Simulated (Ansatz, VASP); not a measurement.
## MoS2 in VASP and in Ansatz

```
CELL_PARAMETERS angstrom
3.16900 0.00000 0.00000
-1.58450 2.74443 0.00000
0.00000 0.00000 12.32400
ATOMIC_POSITIONS crystal
Mo 0.33333 0.66667 0.25000
Mo 0.66667 0.33333 0.75000
S 0.33333 0.66667 0.62300
S 0.66667 0.33333 0.12300
S 0.33333 0.66667 0.87700
S 0.66667 0.33333 0.37700
```

Alike in both runs: task single point; functional PBE; dispersion D4; k mesh 6 × 6 × 2; occupations gaussian, width 0.1 eV; no spin polarisation.

```csv
,VASP,Ansatz
version,VASP 6.6.1,Ansatz 0.2.0
potentials or method,"VASP PAW PBE potentials, release 64 (Mo_sv, S), cutoff 520 eV","scalar-relativistic, plane waves, PAW"
valence electrons in the cell,52,52
```

```csv
,VASP,Ansatz,Ansatz less VASP
gap on the k mesh at the Fermi level (eV),0.90,0.89,-0.014
least direct gap on the mesh (eV),1.66,1.65,-0.004
pressure (GPa),-1.7,-1.6,+0.14
"traceless stress, the component that is largest in VASP (GPa)",0.17,0.20,+0.037
rms of the force components (eV/Å),0.044,0.034,-0.0095
```

Atom by atom the forces differ by 0.010 eV/Å (rms over components).
